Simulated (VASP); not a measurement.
# Al (Fm-3m) in VASP: further runs

The runs below take Al through single point, with PBE.

Program: VASP 6.6.1. These are calculated values, not measurements. Logs are shortened: lines on timing, memory, paths and dates and some standing lists are left out, and cuts for length are marked.

## Step 1: The cell of the first run

It takes space group Fm-3m (No. 225, cubic). The conventional cell has a = 4.039 Å, b = 4.039 Å, c = 4.039 Å, α = 90.00°, β = 90.00°, γ = 90.00°. Al (site symmetry m-3m) has 12 Al at 2.86 Å within 3.8 Å.

## Step 2: Single point, PBE

INCAR

```
PREC = Accurate ; ENCUT = 520
EDIFF = 1E-6 ; ISMEAR = 1
SIGMA = 0.1 ; LREAL = Auto
LASPH = True ; NELM = 60
ALGO = Normal ; ISIF = 2
LWAVE = False ; LCHARG = False
GGA = PE ; NBANDS = 38
```

KPOINTS

```
regular mesh
0
Gamma
  3 3 3
```

POSCAR

```
Al
1.0
   -4.0389296000      4.0389296000      4.0389296000
    4.0389296000     -4.0389296000      4.0389296000
    4.0389296000      4.0389296000     -4.0389296000
Al
16
Direct
    0.0000000000      0.0000000000      0.0000000000
    0.0000000000      0.2500000000      0.7500000000
    0.0000000000      0.5000000000      0.5000000000
    0.0000000000      0.7500000000      0.2500000000
    0.2500000000      0.0000000000      0.7500000000
    0.2500000000      0.2500000000      0.5000000000
    0.2500000000      0.5000000000      0.2500000000
    0.2500000000      0.7500000000      0.0000000000
    0.5000000000      0.0000000000      0.5000000000
    0.5000000000      0.2500000000      0.2500000000
    0.5000000000      0.5000000000      0.0000000000
    0.5000000000      0.7500000000      0.7500000000
    0.7500000000      0.0000000000      0.2500000000
    0.7500000000      0.2500000000      0.0000000000
    0.7500000000      0.5000000000      0.7500000000
    0.7500000000      0.7500000000      0.5000000000
```

Potentials or basis: VASP PAW PBE potentials, release 64 (Al).

Started as:

```bash
$ cat potpaw_PBE.64/Al/POTCAR > POTCAR
$ mpirun -np 1 vasp_std > vasp.out
```

OUTCAR:

```text
PREC = Accurate
   ENCUT = 520
   EDIFF = 1E-6
   ISMEAR = 1
   LREAL = Auto
   LASPH = True
   NELM = 60
   ISIF = 2
   GGA = PE

 ion  position               nearest neighbor table
   1  0.000  0.000  0.000-   2 2.86   4 2.86   5 2.86   6 2.86   8 2.86  13 2.86  14 2.86  16 2.86
                            10 2.86   7 2.86  15 2.86  12 2.86
   2  0.000  0.250  0.750-   1 2.86   3 2.86   5 2.86   6 2.86   7 2.86  14 2.86  15 2.86  13 2.86
                            11 2.86   8 2.86  16 2.86   9 2.86
   3  0.000  0.500  0.500-   2 2.86   4 2.86   6 2.86   7 2.86   8 2.86  15 2.86  16 2.86  14 2.86
                            12 2.86   5 2.86  13 2.86  10 2.86
   4  0.000  0.750  0.250-   1 2.86   3 2.86   5 2.86   7 2.86   8 2.86  13 2.86  16 2.86  15 2.86
                             9 2.86   6 2.86  14 2.86  11 2.86
   5  0.250  0.000  0.750-   1 2.86   2 2.86   6 2.86   8 2.86   9 2.86  10 2.86  12 2.86   4 2.86
                            14 2.86  11 2.86   3 2.86  16 2.86
   6  0.250  0.250  0.500-   2 2.86   3 2.86   5 2.86   7 2.86   9 2.86  10 2.86  11 2.86   1 2.86
                            15 2.86  12 2.86   4 2.86  13 2.86
   7  0.250  0.500  0.250-   3 2.86   4 2.86   6 2.86   8 2.86  10 2.86  11 2.86  12 2.86   2 2.86
                            16 2.86   9 2.86   1 2.86  14 2.86
   8  0.250  0.750  0.000-   1 2.86   4 2.86   5 2.86   7 2.86   9 2.86  11 2.86  12 2.86   3 2.86
                            13 2.86  10 2.86   2 2.86  15 2.86
   9  0.500  0.000  0.500-   5 2.86   6 2.86  10 2.86  12 2.86  13 2.86  14 2.86  16 2.86   8 2.86
                             2 2.86  15 2.86   7 2.86   4 2.86
  10  0.500  0.250  0.250-   6 2.86   7 2.86   9 2.86  11 2.86  13 2.86  14 2.86  15 2.86   5 2.86
                            16 2.86   3 2.86   8 2.86   1 2.86
  11  0.500  0.500  0.000-   7 2.86   8 2.86  10 2.86  12 2.86  14 2.86  15 2.86  16 2.86   6 2.86
                             4 2.86  13 2.86   5 2.86   2 2.86
  12  0.500  0.750  0.750-   5 2.86   8 2.86   9 2.86  11 2.86  13 2.86  15 2.86  16 2.86   7 2.86
                            14 2.86   1 2.86   6 2.86   3 2.86
  13  0.750  0.000  0.250-   1 2.86   2 2.86   4 2.86   9 2.86  10 2.86  14 2.86  16 2.86  12 2.86
                             6 2.86   3 2.86  11 2.86   8 2.86
  14  0.750  0.250  0.000-   1 2.86   2 2.86   3 2.86  10 2.86  11 2.86  13 2.86  15 2.86   9 2.86
                             7 2.86   4 2.86  12 2.86   5 2.86
  15  0.750  0.500  0.750-   2 2.86   3 2.86   4 2.86  11 2.86  12 2.86  14 2.86  16 2.86  10 2.86
                             8 2.86   1 2.86   9 2.86   6 2.86
  16  0.750  0.750  0.500-   1 2.86   3 2.86   4 2.86   9 2.86  12 2.86  13 2.86  15 2.86  11 2.86
                             5 2.86   2 2.86  10 2.86   7 2.86

  LATTYP: Found a body centered cubic cell.
 ALAT       =     8.0778592000

  Lattice vectors:

 A1 = (  -4.0389296000,   4.0389296000,   4.0389296000)
 A2 = (   4.0389296000,  -4.0389296000,   4.0389296000)
 A3 = (   4.0389296000,   4.0389296000,  -4.0389296000)

Analysis of symmetry for initial positions (statically):
=====================================================================
 Subroutine PRICEL returns following result:

  LATTYP: Found a face centered cubic cell.
 ALAT       =     4.0389296000

  Lattice vectors:

 A1 = (   2.0194648000,  -2.0194648000,   0.0000000000)
 A2 = (  -0.0000000000,  -2.0194648000,  -2.0194648000)
 A3 = (   2.0194648000,   0.0000000000,  -2.0194648000)

  16 primitive cells build up your supercell.

 Routine SETGRP: Setting up the symmetry group for a
 body centered cubic supercell.

 Subroutine GETGRP returns: Found 48 space group operations
 (whereof 48 operations were pure point group operations)
 out of a pool of 48 trial point group operations.

The static configuration has the point symmetry O_h .

Analysis of symmetry for dynamics (positions and initial velocities):
=====================================================================
 Subroutine PRICEL returns following result:

  LATTYP: Found a face centered cubic cell.
 ALAT       =     4.0389296000

  Lattice vectors:

 A1 = (   2.0194648000,  -2.0194648000,   0.0000000000)
 A2 = (  -0.0000000000,  -2.0194648000,  -2.0194648000)
 A3 = (   2.0194648000,   0.0000000000,  -2.0194648000)

  16 primitive cells build up your supercell.

 Routine SETGRP: Setting up the symmetry group for a
 body centered cubic supercell.

 Subroutine GETGRP returns: Found 48 space group operations
 (whereof 48 operations were pure point group operations)
 out of a pool of 48 trial point group operations.

The dynamic configuration has the point symmetry O_h .

 Subroutine INISYM returns: Found 48 space group operations
 (whereof 48 operations are pure point group operations),
 and found    16 'primitive' translations

----------------------------------------------------------------------------------------

                                     Primitive cell

  volume of cell :      16.4717

  direct lattice vectors                    reciprocal lattice vectors
     2.019464800 -2.019464800  0.000000000     0.247590352 -0.247590352  0.247590352
    -0.000000000 -2.019464800 -2.019464800    -0.247590352 -0.247590352 -0.247590352
     2.019464800  0.000000000 -2.019464800     0.247590352  0.247590352 -0.247590352

  length of vectors
     2.855954509  2.855954509  2.855954509     0.428839069  0.428839069  0.428839069

  position of ions in fractional coordinates (direct lattice)
     0.000000000  0.000000000  0.000000000

  ion indices of the primitive-cell ions
   primitive index   ion index
                 1           1

----------------------------------------------------------------------------------------

 KPOINTS: regular mesh

Automatic generation of k-mesh.
 Grid dimensions read from file:
 generate k-points for:    3    3    3

 Generating k-lattice:

  Cartesian coordinates                     Fractional coordinates (reciprocal lattice)
     0.000000000  0.041265059  0.041265059     0.333333333  0.000000000  0.000000000
     0.041265059  0.000000000  0.041265059     0.000000000  0.333333333  0.000000000
     0.041265059  0.041265059  0.000000000     0.000000000  0.000000000  0.333333333

  Length of vectors
     0.058357606  0.058357606  0.058357606

  Shift w.r.t. Gamma in fractional coordinates (k-lattice)
     0.000000000  0.000000000  0.000000000

 Subroutine IBZKPT returns following result:
 ===========================================

 Found      4 irreducible k-points:

 Following reciprocal coordinates:
            Coordinates               Weight
  0.000000  0.000000  0.000000      1.000000
  0.333333  0.000000  0.000000     12.000000
  0.333333  0.333333  0.000000      8.000000
 -0.333333  0.333333  0.333333      6.000000
   k-points           NKPTS =      4   k-points in BZ     NKDIM =      4   number of bands    NBANDS=     38
   number of dos      NEDOS =    301   number of ions     NIONS =     16
   total plane-waves  NPLWV = 157464
   dimension x,y,z NGX =    54 NGY =   54 NGZ =   54
   dimension x,y,z NGXF=   108 NGYF=  108 NGZF=  108
   ions per type =              16
   NGX,Y,Z   is equivalent  to a cutoff of  12.83, 12.83, 12.83 a.u.
   NGXF,Y,Z  is equivalent  to a cutoff of  25.67, 25.67, 25.67 a.u.
 SYSTEM =  unknown system
   PREC   = accura    normal or accurate (medium, high low for compatibility)
   ISTART =      0    job   : 0-new  1-cont  2-samecut
   ICHARG =      2    charge: 1-file 2-atom 10-const
   ISPIN  =      1    spin polarized calculation?
   LNONCOLLINEAR =      F non collinear calculations
   LSORBIT =      F    spin-orbit coupling
   LASPH  =      T    aspherical Exc in radial PAW
   ENCUT  =  520.0 eV  38.22 Ry    6.18 a.u.  13.01 13.01 13.01*2*pi/ulx,y,z
   NELM   =     60;   NELMIN=  2; NELMDL= -5     # of ELM steps
   EDIFF  = 0.1E-05   stopping-criterion for ELM
   LREAL  =      T    real-space projection
   EDIFFG = 0.1E-04   stopping-criterion for IOM
   NSW    =      0    number of steps for IOM
   IBRION =     -1    ionic relax: 0-MD 1-quasi-New 2-CG
   NFREE  =      0    steps in history (QN), initial steepest desc. (CG)
   ISIF   =      2    stress and relaxation
   ISYM   =      2    0-nonsym 1-usesym 2-fastsym
   POTIM  = 0.5000    time-step for ionic-motion
   TEBEG  =    0.0;   TEEND  =   0.0 temperature during run
   PSTRESS=    0.0 pullay stress
   NELECT =      48.0000    total number of electrons
   NUPDOWN=      -1.0000    fix difference up-down
   EMIN   =  10.00;   EMAX   =-10.00  energy-range for DOS
   EFERMI =   0.00;   METHOD = LEGACY
   ISMEAR =     1;   SIGMA  =   0.10  broadening in eV -4-tet -1-fermi 0-gaus
   EFERMI_NEDOS =   21; number of points for ismear=-14 and -15
   IALGO  =     38    algorithm
   IMIX   =      4    mixing-type and parameters
     AMIX     =   0.40;   BMIX     =  1.00
     AMIX_MAG =   1.60;   BMIX_MAG =  1.00
  volume/ion in A,a.u.               =      16.47       111.16
  Fermi-wavevector in a.u.,A,eV,Ry     =   0.927974  1.753616 11.716453  0.861135
  Thomas-Fermi vector in A             =   2.054101
   LORBIT       =      0    0 simple, 1 ext, 2 COOP (PROOUT), +10 PAW based schemes
   GGA     = PE    functional components
   LHFCALC =     F    Hartree Fock is set to
   AEXX    =    0.0000 exact exchange contribution
   IVDW    =     0    specifies the selected vdW correction
   LEPSILON=     F    determine dielectric tensor
   LRPA    =     F    only Hartree local field effects (RPA)
 non-spin polarized calculation
 Methfessel and Paxton  Order N= 1 SIGMA  =   0.10
  energy-cutoff  :      520.00
  volume of cell :      263.55
 maximum number of plane-waves:      7135
 NGX is ok and might be reduce to    54
   NGX = 25   NGY = 25   NGZ = 25

 number of electron      48.0000001 magnetization

 Free energy of the ion-electron system (eV)
  ---------------------------------------------------
  ext. energy  EPLUGINS =         0.00000000
  ---------------------------------------------------
  free energy    TOTEN  =       -60.75318843 eV

  energy without entropy =      -60.74347847  energy(sigma->0) =      -60.74995178

 E-fermi :   8.4425     XC(G=0): -10.2031

 val. band max:        8.4145985882   @ k =   0.3333   0.0000   0.0000
 cond. band min:       8.5137809905   @ k =   0.3333   0.3333   0.0000
 fundamental gap:      0.0991824024
 Fermi energy:         8.4424940921

 k-point     1 :       0.0000    0.0000    0.0000
  band No.  band energies     occupation
      1      -3.1288      2.00000
      2       1.3377      2.00000
      3       1.3377      2.00000
      4       1.3377      2.00000
      5       1.3377      2.00000
      6       1.3377      2.00000
[... 28 lines left out ...]
     35      10.7767      0.00000
     36      10.7767      0.00000

 k-point     2 :       0.3333    0.0000    0.0000
  band No.  band energies     occupation
      1      -2.6255      2.00000
      2      -1.1262      2.00000
      3       0.3573      2.00000
      4       0.3573      2.00000
      5       0.3573      2.00000
      6       0.3573      2.00000
[... 28 lines left out ...]
     35      11.1904      0.00000
     36      11.1904      0.00000

 k-point     3 :       0.3333    0.3333    0.0000
  band No.  band energies     occupation
      1      -1.6242      2.00000
      2      -1.6242      2.00000
      3      -1.6242      2.00000
      4      -0.1353      2.00000
      5       1.3355      2.00000
      6       1.3355      2.00000
[... 28 lines left out ...]
     35      10.1238     -0.00000
     36      12.6356      0.00000

 k-point     4 :      -0.3333    0.3333    0.3333
  band No.  band energies     occupation
      1      -2.1239      2.00000
      2      -0.6301      2.00000
      3      -0.6301      2.00000
      4      -0.6301      2.00000
      5      -0.6301      2.00000
      6       0.8462      2.00000
[... 28 lines left out ...]
     35      11.1389      0.00000
     36      11.1389      0.00000
 [bands above 36 left out]

------------------------ aborting loop because EDIFF is reached ----------------------------------------

  FORCE on cell =-STRESS in cart. coord.  units (eV):
  Direction    XX          YY          ZZ          XY          YZ          ZX
  --------------------------------------------------------------------------------------
  -------------------------------------------------------------------------------------
  Total        0.0536948      0.0536948      0.0536948      0.0000000     -0.0000000      0.0000000
  in kB        0.3264255      0.3264255      0.3264255      0.0000000     -0.0000000      0.0000000
  external PRESSURE =       0.3264255 kB  Pullay stress =       0.0000000 kB

 VOLUME and BASIS-vectors are now :
 -----------------------------------------------------------------------------
  energy-cutoff  :      520.00
  volume of cell :      263.55
      direct lattice vectors                 reciprocal lattice vectors
    -4.038929600  4.038929600  4.038929600     0.000000000  0.123795176  0.123795176
     4.038929600 -4.038929600  4.038929600     0.123795176  0.000000000  0.123795176
     4.038929600  4.038929600 -4.038929600     0.123795176  0.123795176  0.000000000

 POSITION                                       TOTAL-FORCE (eV/Angst)
 -----------------------------------------------------------------------------------
      0.00000      0.00000      0.00000         0.000000      0.000000      0.000000
      4.03893      2.01946     -2.01946         0.000000      0.000000      0.000000
      4.03893      0.00000      0.00000        -0.000000     -0.000000     -0.000000
      4.03893     -2.01946      2.01946         0.000000      0.000000     -0.000000
      2.01946      4.03893     -2.01946         0.000000     -0.000000     -0.000000
      2.01946      2.01946      0.00000         0.000000     -0.000000      0.000000
[... 8 lines left out ...]
      2.01946      4.03893      2.01946        -0.000000     -0.000000     -0.000000
      2.01946      2.01946      4.03893         0.000000      0.000000     -0.000000
 -----------------------------------------------------------------------------------
    total drift:                                0.000000      0.000000     -0.000000

  FREE ENERGIE OF THE ION-ELECTRON SYSTEM (eV)
  ---------------------------------------------------
  free  energy   TOTEN  =       -60.7531884313 eV

  energy  without entropy=      -60.7434784741  energy(sigma->0) =      -60.74995178
```

It took 28 s on 1 thread of Intel Xeon 6975P-C (Granite Rapids), shared host; peak memory 0.35 GiB.

What came out:

* Free energy: -60.7532 eV
* Pressure: 0.0 GPa
* Band gap on the k mesh: zero (band 24 reaches 9.26 eV, above the bottom of band 25 at 7.07 eV)

Levels at points of the mesh, in eV from the Fermi level:
```csv
k point,band 21,band 22,band 23,band 24,band 25,band 26,band 27,band 28
"(0.00, 0.00, 0.00)",0.81,0.81,0.81,0.81,0.81,0.81,0.81,0.81
```

Caveat: the k points lie up to 0.37 Å⁻¹ apart.

## Step 3: Single point, PBE

INCAR

```
SYSTEM = Al
PREC = Accurate
ENCUT = 520
EDIFF = 1E-6
ISMEAR = 1
SIGMA = 0.1
LREAL = Auto
LASPH = .True.
NELM = 80
ALGO = Normal
ISIF = 2
LWAVE = .False.
LCHARG = .True.
GGA = PE
LELF = .True.
LVHAR = .True.
NBANDS = 38
```

KPOINTS

```
regular mesh
0
Gamma
  6 6 6
  0 0 0
```

POSCAR is that of step 2.

Potentials or basis: VASP PAW PBE potentials, release 64 (Al).

Started as:

```bash
$ cat potpaw_PBE.64/Al/POTCAR > POTCAR
$ mpirun -np 1 vasp_std > vasp.out
```

It took 98 s on 1 thread of Intel Xeon 6975P-C (Granite Rapids), shared host; peak memory 0.39 GiB.

The run converged. Its results:

```
Free energy            : -59.9557 eV
Pressure               : 0.0 GPa
Band gap on the k mesh : zero (band 24 reaches 9.26 eV, above the bottom of band 25 at 7.07 eV)
```

Levels at points of the mesh, in eV from the Fermi level:
```
           k point  band 22  band 23  band 24  band 25  band 26  band 27
(0.00, 0.00, 0.00)     1.28     1.28     1.28     1.28     1.28     1.28
(0.50, 0.00, 0.00)    -1.33    -0.36    -0.36     0.87     0.87     0.87
(0.50, 0.50, 0.50)    -0.81    -0.81    -0.81    -0.81    -0.81     0.21
```
